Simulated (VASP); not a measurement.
Input of a VASP 6.6.1 run:

INCAR

```
SYSTEM = RbBr
ALGO = Normal
EDIFF = 1E-8
ENCUT = 520
GGA = PS
ISIF = 2
ISMEAR = -1
LASPH = .True.
LCHARG = .False.
LEFG = .True.
LREAL = .False.
LWAVE = .False.
NBANDS = 15
NELM = 100
PREC = Accurate
SIGMA = 0.03
```

The input KPOINTS:

```
k-points
0
Gamma
  7 7 7
  0 0 0
```

The input POSCAR:

```
RbBr
1.0
    0.0000000000      3.4160367037      3.4160367037
    3.4160367037      0.0000000000      3.4160367037
    3.4160367037      3.4160367037      0.0000000000
Rb Br
1 1
Direct
    0.0000000000      0.0000000000      0.0000000000
    0.5000000000      0.5000000000      0.5000000000
```

Potentials or basis: VASP PAW PBE potentials, release 64 (Rb_sv, Br).

Command:

```sh
$ cat potpaw_PBE.64/Rb_sv/POTCAR potpaw_PBE.64/Br/POTCAR > POTCAR
$ mpirun -np 1 vasp_std > vasp.out
```

(1) Predict the band gap on the k mesh.

(2) What does it give for the pressure?

Results:

(1) 4.23 eV.

(2) 0.1 GPa.

Caveat: the PAW data sets were made with another functional, which shifts forces and pressure a little; an odd mesh through Γ misses points on the zone boundary, where band edges can lie.
